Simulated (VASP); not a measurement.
# HOs (P6_3mc) in VASP: a series of runs

The runs below take HOs through relaxation of cell and atoms, single point, with PBE.

Program: VASP 6.6.1. These are calculated values, not measurements. Logs are shortened: lines on timing, memory, paths and dates and some standing lists are left out, and cuts for length are marked.

## Step 1: The cell of the first run

The structure is hexagonal, space group P6_3mc (No. 186). The conventional cell has a = 3.133 Å, b = 3.133 Å, c = 5.017 Å, α = 90.00°, β = 90.00°, γ = 120.00°. Within 2.5 Å of H (site symmetry 3m) lie 4 Os at 1.90 to 1.92 Å. Within 2.5 Å of Os (site symmetry 3m) lie 4 H at 1.90 to 1.92 Å.

## Step 2: Relaxation of cell and atoms, PBE

Contents of INCAR:

```
SYSTEM = HOs
ALGO = Normal
EDIFF = 1E-6
EDIFFG = -0.04
ENCUT = 600
GGA = PE
IBRION = 2
ISIF = 3
ISMEAR = 0
LASPH = .True.
LCHARG = .False.
LREAL = .False.
LWAVE = .False.
NELM = 80
NSW = 90
PREC = Accurate
SIGMA = 0.1
```

Contents of KPOINTS:

```
k-points
0
Gamma
  6 6 4
  0 0 0
```

Contents of POSCAR:

```
HOs
1.0
    3.1326448744      0.0000000000      0.0000000000
   -1.5663224372      2.7129500423      0.0000000000
    0.0000000000      0.0000000000      5.0168227363
H Os
2 2
Direct
    0.3333333333      0.6666666667      0.0000000000
    0.6666666667      0.3333333333      0.5000000000
    0.3333333333      0.6666666667      0.3821000000
    0.6666666667      0.3333333333      0.8821000000
```

Potentials or basis: VASP PAW PBE potentials, release 64 (H, Os).

Launch:

```console
$ cat potpaw_PBE.64/H/POTCAR potpaw_PBE.64/Os/POTCAR > POTCAR
$ mpirun -np 1 vasp_std > vasp.out
```

OUTCAR:

```text
SYSTEM = HOs
   EDIFF = 1E-6
   EDIFFG = -0.04
   ENCUT = 600
   GGA = PE
   IBRION = 2
   ISIF = 3
   ISMEAR = 0
   LASPH = .True.
   LREAL = .False.
   NELM = 80
   NSW = 90
   PREC = Accurate

 ion  position               nearest neighbor table
   1  0.333  0.667  0.000-   4 1.90   4 1.90   4 1.90   3 1.92
   2  0.667  0.333  0.500-   3 1.90   3 1.90   3 1.90   4 1.92
   3  0.333  0.667  0.382-   2 1.90   2 1.90   2 1.90   1 1.92   4 3.09   4 3.09   4 3.09   4 3.09
                             4 3.09   4 3.09
   4  0.667  0.333  0.882-   1 1.90   1 1.90   1 1.90   2 1.92   3 3.09   3 3.09   3 3.09   3 3.09
                             3 3.09   3 3.09

  LATTYP: Found a hexagonal cell.
 ALAT       =     3.1326448744
 C/A-ratio  =     1.6014655147

  Lattice vectors:

 A1 = (   3.1326448744,   0.0000000000,   0.0000000000)
 A2 = (  -1.5663224372,   2.7129500423,   0.0000000000)
 A3 = (   0.0000000000,   0.0000000000,   5.0168227363)

Analysis of symmetry for initial positions (statically):
=====================================================================
 Subroutine PRICEL returns:
 Original cell was already a primitive cell.

 Routine SETGRP: Setting up the symmetry group for a
 hexagonal supercell.

 Subroutine GETGRP returns: Found 12 space group operations
 (whereof  6 operations were pure point group operations)
 out of a pool of 24 trial point group operations.

The static configuration has the point symmetry C_3v.
 The point group associated with its full space group is C_6v.

Analysis of symmetry for dynamics (positions and initial velocities):
=====================================================================
 Subroutine PRICEL returns:
 Original cell was already a primitive cell.

 Routine SETGRP: Setting up the symmetry group for a
 hexagonal supercell.

 Subroutine GETGRP returns: Found 12 space group operations
 (whereof  6 operations were pure point group operations)
 out of a pool of 24 trial point group operations.

The dynamic configuration has the point symmetry C_3v.
 The point group associated with its full space group is C_6v.

 Subroutine INISYM returns: Found 12 space group operations
 (whereof  6 operations are pure point group operations),
 and found     1 'primitive' translations

----------------------------------------------------------------------------------------

                                     Primitive cell

  volume of cell :      42.6365

  direct lattice vectors                    reciprocal lattice vectors
     3.132644874  0.000000000  0.000000000     0.319219075  0.184301219  0.000000000
    -1.566322437  2.712950042  0.000000000     0.000000000  0.368602438  0.000000000
     0.000000000  0.000000000  5.016822736     0.000000000  0.000000000  0.199329347

  length of vectors
     3.132644874  3.132644874  5.016822736     0.368602438  0.368602438  0.199329347

  position of ions in fractional coordinates (direct lattice)
     0.333333333  0.666666667  0.000000000
     0.666666667  0.333333333  0.500000000
     0.333333333  0.666666667  0.382100000
     0.666666667  0.333333333  0.882100000

  ion indices of the primitive-cell ions
   primitive index   ion index
                 1           1
                 2           2
                 3           3
                 4           4

----------------------------------------------------------------------------------------

 KPOINTS: k-points

Automatic generation of k-mesh.
 Grid dimensions read from file:
 generate k-points for:    6    6    4

 Generating k-lattice:

  Cartesian coordinates                     Fractional coordinates (reciprocal lattice)
     0.053203179  0.030716870  0.000000000     0.166666667  0.000000000  0.000000000
     0.000000000  0.061433740  0.000000000     0.000000000  0.166666667  0.000000000
     0.000000000  0.000000000  0.049832337     0.000000000  0.000000000  0.250000000

  Length of vectors
     0.061433740  0.061433740  0.049832337

  Shift w.r.t. Gamma in fractional coordinates (k-lattice)
     0.000000000  0.000000000  0.000000000

 Subroutine IBZKPT returns following result:
 ===========================================

 Found     21 irreducible k-points:

 Following reciprocal coordinates:
            Coordinates               Weight
  0.000000  0.000000  0.000000      1.000000
  0.166667 -0.000000  0.000000      6.000000
  0.333333  0.000000  0.000000      6.000000
  0.500000 -0.000000  0.000000      3.000000
  0.166667  0.166667  0.000000      6.000000
  0.333333  0.166667  0.000000     12.000000
[... 13 lines left out ...]
  0.333333  0.166667  0.500000     12.000000
  0.333333  0.333333  0.500000      2.000000
   k-points           NKPTS =     21   k-points in BZ     NKDIM =     21   number of bands    NBANDS=     13
   number of dos      NEDOS =    301   number of ions     NIONS =      4
   total plane-waves  NPLWV =  31360
   dimension x,y,z NGX =    28 NGY =   28 NGZ =   40
   dimension x,y,z NGXF=    56 NGYF=   56 NGZF=   80
   ions per type =               2   2
   NGX,Y,Z   is equivalent  to a cutoff of  14.86, 14.86, 13.26 a.u.
   NGXF,Y,Z  is equivalent  to a cutoff of  29.72, 29.72, 26.51 a.u.
 SYSTEM =  HOs
   PREC   = accura    normal or accurate (medium, high low for compatibility)
   ISTART =      0    job   : 0-new  1-cont  2-samecut
   ICHARG =      2    charge: 1-file 2-atom 10-const
   ISPIN  =      1    spin polarized calculation?
   LNONCOLLINEAR =      F non collinear calculations
   LSORBIT =      F    spin-orbit coupling
   LASPH  =      T    aspherical Exc in radial PAW
   ENCUT  =  600.0 eV  44.10 Ry    6.64 a.u.   6.26  6.26 10.02*2*pi/ulx,y,z
   NELM   =     80;   NELMIN=  2; NELMDL= -5     # of ELM steps
   EDIFF  = 0.1E-05   stopping-criterion for ELM
   LREAL  =      F    real-space projection
   EDIFFG = -.4E-01   stopping-criterion for IOM
   NSW    =     90    number of steps for IOM
   IBRION =      2    ionic relax: 0-MD 1-quasi-New 2-CG
   NFREE  =      1    steps in history (QN), initial steepest desc. (CG)
   ISIF   =      3    stress and relaxation
   ISYM   =      2    0-nonsym 1-usesym 2-fastsym
   POTIM  = 0.5000    time-step for ionic-motion
   TEBEG  =    0.0;   TEEND  =   0.0 temperature during run
   PSTRESS=    0.0 pullay stress
   NELECT =      18.0000    total number of electrons
   NUPDOWN=      -1.0000    fix difference up-down
   EMIN   =  10.00;   EMAX   =-10.00  energy-range for DOS
   EFERMI =   0.00;   METHOD = LEGACY
   ISMEAR =     0;   SIGMA  =   0.10  broadening in eV -4-tet -1-fermi 0-gaus
   EFERMI_NEDOS =   21; number of points for ismear=-14 and -15
   IALGO  =     38    algorithm
   IMIX   =      4    mixing-type and parameters
     AMIX     =   0.40;   BMIX     =  1.00
     AMIX_MAG =   1.60;   BMIX_MAG =  1.00
  volume/ion in A,a.u.               =      10.66        71.93
  Fermi-wavevector in a.u.,A,eV,Ry     =   1.228113  2.320798 20.521153  1.508262
  Thomas-Fermi vector in A             =   2.363051
   LORBIT       =      0    0 simple, 1 ext, 2 COOP (PROOUT), +10 PAW based schemes
   GGA     = PE    functional components
   LHFCALC =     F    Hartree Fock is set to
   AEXX    =    0.0000 exact exchange contribution
   IVDW    =     0    specifies the selected vdW correction
   LEPSILON=     F    determine dielectric tensor
   LRPA    =     F    only Hartree local field effects (RPA)
 conjugate gradient relaxation of ions
 non-spin polarized calculation
 Gauss-broadening in eV      SIGMA  =   0.10
  energy-cutoff  :      600.00
  volume of cell :       42.64
 maximum number of plane-waves:      1448
 NGX is ok and might be reduce to    28
   NGX = 13   NGY = 13   NGZ = 21

--------------------------------------- Ionic step        1  -------------------------------------------

 number of electron      18.0000002 magnetization

 Free energy of the ion-electron system (eV)
  ---------------------------------------------------
  ext. energy  EPLUGINS =         0.00000000
  ---------------------------------------------------
  free energy    TOTEN  =       -25.86829738 eV

  energy without entropy =      -25.84936171  energy(sigma->0) =      -25.85882954

------------------------ aborting loop because EDIFF is reached ----------------------------------------

  FORCE on cell =-STRESS in cart. coord.  units (eV):
  Direction    XX          YY          ZZ          XY          YZ          ZX
  --------------------------------------------------------------------------------------
  -------------------------------------------------------------------------------------
  Total       -8.6074696     -8.6074696     -9.0326637      0.0000000      0.0000000      0.0000000
  in kB     -323.4479197   -323.4479197   -339.4256878      0.0000000      0.0000000      0.0000000
  external PRESSURE =    -328.7738424 kB  Pullay stress =       0.0000000 kB
[... 23 lines left out ...]
  energy  without entropy=      -25.8493617104  energy(sigma->0) =      -25.85882954

--------------------------------------- Ionic step        2  -------------------------------------------

 number of electron      18.0000000 magnetization

 E-fermi :  10.1007     XC(G=0): -14.0076

 val. band max:       10.0835690152   @ k =   0.5000  -0.0000   0.2500
 cond. band min:      10.1186588956   @ k =   0.3333   0.3333   0.0000
 fundamental gap:      0.0350898803
 Fermi energy:        10.1007230108

 k-point     1 :       0.0000    0.0000    0.0000
  band No.  band energies     occupation
      1      -4.3362      2.00000
      2      -1.7168      2.00000
      3       6.0990      2.00000
      4       6.0990      2.00000
      5       6.1850      2.00000
      6       6.8477      2.00000
      7       6.8477      2.00000
      8       7.1257      2.00000
      9       7.7245      2.00000
     10       7.7245      2.00000
     11      10.7865      0.00000
     12      10.7865      0.00000
     13      15.0181      0.00000
[... 581 lines left out ...]
  energy  without entropy=      -26.7018492147  energy(sigma->0) =      -26.70960390

--------------------------------------- Ionic step        9  -------------------------------------------

 number of electron      18.0000000 magnetization

 Free energy of the ion-electron system (eV)
  ---------------------------------------------------
  ext. energy  EPLUGINS =         0.00000000
  ---------------------------------------------------
  free energy    TOTEN  =       -26.71772671 eV

  energy without entropy =      -26.70190630  energy(sigma->0) =      -26.70981651

 E-fermi :   7.7923     XC(G=0): -13.1374

 val. band max:        7.7854395385   @ k =   0.3333   0.3333   0.0000
 cond. band min:       7.8864587361   @ k =   0.1667   0.1667   0.5000
 fundamental gap:      0.1010191976
 Fermi energy:         7.7923290291

 k-point     1 :       0.0000    0.0000    0.0000
  band No.  band energies     occupation
      1      -4.8796      2.00000
      2      -2.3252      2.00000
      3       4.6317      2.00000
      4       4.6317      2.00000
      5       4.7094      2.00000
      6       5.2057      2.00000
      7       5.2057      2.00000
      8       5.3592      2.00000
      9       5.9233      2.00000
     10       5.9233      2.00000
     11       8.3428      0.00000
     12       8.3428      0.00000
     13      13.0597      0.00000
[... 349 lines left out ...]
  FREE ENERGIE OF THE ION-ELECTRON SYSTEM (eV)
  ---------------------------------------------------
  free  energy   TOTEN  =       -26.7177267141 eV

  energy  without entropy=      -26.7019062996  energy(sigma->0) =      -26.70981651

 reached required accuracy - stopping structural energy minimisation
```

Run time: 51 s. Hardware: 1 thread of Intel Xeon 6975P-C (Granite Rapids), shared host; peak memory 0.19 GiB.

Results:

| Quantity | Value |
| --- | --- |
| Free energy | -26.7177 eV |
| Relaxed volume | 8.92 Å³/atom |
| Relaxed cell | a = 2.959 Å, b = 2.959 Å, c = 4.704 Å, α = 90.00°, β = 90.00°, γ = 120.00° |
| Space group after relaxing (to 0.05 Å) | P6_3mc (No. 186) |
| Energy gained by relaxing | 212.4 meV/atom |
| Ionic steps | 9 |
| Pressure after relaxing | 0.2 GPa |
| Largest force after relaxing | 0.014 eV/Å |
| Band gap on the k mesh | zero (band 9 reaches 8.85 eV, above the bottom of band 10 at 5.88 eV) |

Forces in eV/Å, atoms in the order of the input:
```
H    0.000  0.000  0.014
H    0.000  0.000  0.014
Os   0.000  0.000 -0.014
Os   0.000  0.000 -0.014
```

Stress tensor (GPa, compression positive):
```
 0.48  0.00  0.00
 0.00  0.48  0.00
 0.00  0.00 -0.45
```

Step by step:
```csv
step,energy change (eV),largest force (eV/Å),pressure (GPa),volume (Å³)
1,0.0000,0.0161,-32.88,42.64
2,0.0517,0.1728,64.60,30.51
3,-0.8470,0.0701,-1.44,35.87
4,-0.8478,0.0719,-0.30,35.73
5,-0.8476,0.0736,0.73,35.60
6,-0.8483,0.0387,-0.76,35.79
7,-0.8484,0.0443,-0.51,35.76
8,-0.8491,0.0198,-0.23,35.72
9,-0.8494,0.0143,0.17,35.67
```

Final structure:
```yaml
crystal:
  lattice:
    - [2.95901, 0.00000, 0.00000]
    - [-1.47950, 2.56258, 0.00000]
    - [0.00000, 0.00000, 4.70412]
  atoms:
    - { symbol: H, position: [0.33333, 0.66667, 0.99755] }
    - { symbol: H, position: [0.66667, 0.33333, 0.49755] }
    - { symbol: Os, position: [0.33333, 0.66667, 0.38455] }
    - { symbol: Os, position: [0.66667, 0.33333, 0.88455] }
```

Levels at points of the mesh, in eV from the Fermi level:
| k point | band 6 | band 7 | band 8 | band 9 | band 10 | band 11 | band 12 | band 13 |
| --- | --- | --- | --- | --- | --- | --- | --- | --- |
| (0.00, 0.00, 0.00) | -2.59 | -2.59 | -2.43 | -1.87 | -1.87 | 0.55 | 0.55 | 5.27 |
| (0.50, 0.00, 0.00) | -2.86 | -2.38 | 0.64 | 1.06 | 1.19 | 1.76 | 2.27 | 5.03 |
| (0.00, 0.00, 0.50) | -3.28 | -3.28 | -3.28 | -0.13 | -0.13 | -0.13 | -0.13 | 6.83 |
| (0.50, 0.00, 0.50) | -2.27 | -1.69 | -1.69 | 0.93 | 0.93 | 1.19 | 1.19 | 5.28 |

Caveat: the k points lie up to 0.41 Å⁻¹ apart in the final cell; the volume moved by over 15 % at a fixed basis, so the end points are rough; spin-orbit coupling is left out, which moves the levels of the heavy elements.

(Continued in part 2 of 2.)
